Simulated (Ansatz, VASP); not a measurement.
## Two plane-wave programs on SnSe2

The input INCAR:

```
PREC = Accurate
ENCUT = 520
EDIFF = 1E-6
ISMEAR = 0
SIGMA = 0.01
LREAL = F
LASPH = T
NELM = 100
ALGO = Normal
ISIF = 2
LWAVE = F
LCHARG = F
GGA = PS
NBANDS = 20
```

File KPOINTS:

```
regular mesh
0
Gamma
  12 12 4
```

POSCAR

```
SnSe2
1.0
    3.7420074162      0.0000000000      0.0000000000
   -1.8710037081      3.2406736664      0.0000000000
    0.0000000000      0.0000000000      6.0249166900
Sn Se
1 2
Direct
    0.0000000000      0.0000000000      0.0000000000
    0.3333333333      0.6666666667      0.2490000000
    0.6666666667      0.3333333333      0.7510000000
```

Input for Ansatz:

```yaml
crystal:
  lattice:
    - [3.7420074161829517, 0.0, 0.0]
    - [-1.8710037080914759, 3.2406736663712374, 0.0]
    - [0.0, 0.0, 6.024916690028494]
  atoms:
    - { symbol: Sn, position: [0.0, 0.0, 0.0] }
    - { symbol: Se, position: [0.3333333333333333, 0.6666666666666666, 0.249] }
    - { symbol: Se, position: [0.6666666666666666, 0.3333333333333333, 0.751] }
basis:
  ecutwfc: 571.4391111657479
kpoints:
  mp_grid:
    grid: [12, 12, 4]
hamiltonian:
  xc: pbesol
scf:
  occupations:
    method: fixed
output:
  stress: true
```

Alike in both runs: task single point; functional PBEsol; k mesh 12 × 12 × 4; no spin polarisation.

```csv
,VASP,Ansatz
version,VASP 6.6.1,Ansatz 0.2.0
potentials or method,"VASP PAW PBE potentials, release 64 (Sn_d, Se), cutoff 520 eV","plane waves, PAW"
occupations,"gaussian, width 0.01 eV",fixed
valence electrons in the cell,26,46
```

Ansatz gave:

```
pressure (GPa)                                                : 7.2
traceless stress, the component that is largest in VASP (GPa) : 1.17
```

**Question.** Estimate VASP's values.

**Answer.** Pressure (GPa): 7.4; traceless stress, the component that is largest in VASP (GPa): 1.17.

VASP's potentials were made for PBE, not for PBEsol. VASP's potentials hold 26 valence electrons a cell and Ansatz's 46, so a difference there can come from the potentials and not from the codes.
